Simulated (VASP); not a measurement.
Runs of VASP 6.6.1 on HfN. The structure is that of space group Fm-3m (No. 225), or close to it. The cells are those of the table. 

```tsv
cell	gap on the mesh (eV)	pressure (GPa)
a = 3.190 Å, angles 60.0°, 2 atoms	none	(a)
a = 3.103 Å, angles 60.0°, 2 atoms	none	33.0
a = 3.147 Å, angles 60.0°, 2 atoms	none	17.1
a = 3.273 Å, angles 60.0°, 2 atoms	none	-14.6
```

Alike in all rows: task single point; level PBE; potentials or basis VASP PAW PBE potentials, release 64 (Hf_pv, N); no spin polarisation; k mesh 11 × 11 × 11; cutoff (eV) 520; smearing gaussian 0.1 eV.

Q: Estimate the missing entries.

A: (a) 4.2.

Caveats: spin-orbit coupling is left out, which moves the levels of the heavy elements.

A k mesh can miss the band edges, and the runs leave out spin-orbit coupling on Hf.

A gap of «none» marks levels without a gap at the run's occupations.
